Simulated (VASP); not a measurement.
Write the native input for VASP 6.6.1 that does the following.

* Task: single point
* Functional: PBE
* Dispersion: D3(BJ)
* Potentials or basis: VASP PAW PBE potentials, release 64 (Ti_sv, Al)
* Cutoff: 520 eV
* k mesh: 18 × 18 × 6
* Occupations: gaussian, width 0.1 eV
* Spin: no spin polarisation
* Dipole correction: no
* Further INCAR settings: ALGO = Fast; EDIFF = 1e-06; NBANDS = 28

The structure of Ti3Al lies in POSCAR:

```
Ti3Al
1.0
    2.8799598893      0.0000000000      0.0000000000
   -1.4399799446      2.4941184260      0.0000000000
    0.0000000000      0.0000000000      9.1077888462
Ti Al
3 1
Direct
    0.6666666667      0.3333333333      0.0000000000
    0.3333333333      0.6666666667      0.7501038629
    0.3333333333      0.6666666667      0.2498961371
    0.6666666667      0.3333333333      0.5000000000
```

The input as run:

INCAR

```
SYSTEM = Ti3Al
PREC = Accurate
ENCUT = 520
EDIFF = 1E-6
ISMEAR = 0
SIGMA = 0.1
LREAL = .FALSE.
LASPH = .TRUE.
NELM = 60
ALGO = Fast
ISIF = 2
LWAVE = .FALSE.
LCHARG = .FALSE.
GGA = PE
IVDW = 12
NBANDS = 28
```

KPOINTS

```
regular mesh
0
G
  18 18 6
  0 0 0
```

Potentials or basis: VASP PAW PBE potentials, release 64 (Ti_sv, Al).

Launch:

```console
$ cat potpaw_PBE.64/Ti_sv/POTCAR potpaw_PBE.64/Al/POTCAR > POTCAR
$ mpirun -np 1 vasp_std > vasp.out
```

Results of the run:

```json
{
 "Pressure": "-0.2 GPa",
 "Largest force": "0.010 eV/Å",
 "Band gap on the k mesh": "zero (an odd number of electrons rules out a gap without spin polarisation)",
 "Dispersion energy per atom": "-0.556 eV"
}
```

It took 24 min on 1 thread of AMD EPYC 7R43 64-Core Processor (Zen 3), with other jobs on the host, peak memory 0.33 GiB.
